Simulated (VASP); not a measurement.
GaN, 4 atoms in the cell. It takes space group P6_3mc (No. 186, hexagonal). The conventional cell has a = 3.219 Å, b = 3.219 Å, c = 5.244 Å, α = 90.00°, β = 90.00°, γ = 120.00°. Ga (site symmetry 3m) has 4 N at 1.94 to 2.07 Å within 2.6 Å. Within 2.6 Å of N (site symmetry 3m) lie 4 Ga at 1.94 to 2.07 Å.  This cell differs from its parent crystal: atoms displaced along a vibrational mode.

* Program: VASP 6.6.1
* Task: single point
* Functional: PBE
* Potentials or basis: VASP PAW PBE potentials, release 64 (Ga_d, N)
* Cutoff: 600 eV
* k mesh: 12 × 12 × 6
* Occupations: gaussian, width 0.01 eV
* Spin: no spin polarisation
* Dipole correction: no
* Further INCAR settings: ALGO = Normal; EDIFF = 1e-06; NBANDS = 26

Potentials or basis: VASP PAW PBE potentials, release 64 (Ga_d, N).

Launch:

```console
$ cat potpaw_PBE.64/Ga_d/POTCAR potpaw_PBE.64/N/POTCAR > POTCAR
$ mpirun -np 1 vasp_std > vasp.out
```

Hardware: 1 thread of Intel(R) Xeon(R) 6975P-C (Granite Rapids) (shared host).

**Question.** How long does it take, and how much memory?

**Answer.** Run time: 51 s on 1 thread of Intel(R) Xeon(R) 6975P-C (Granite Rapids) (shared host), peak memory 0.23 GiB. Counts: scf iterations 14, k points 76.
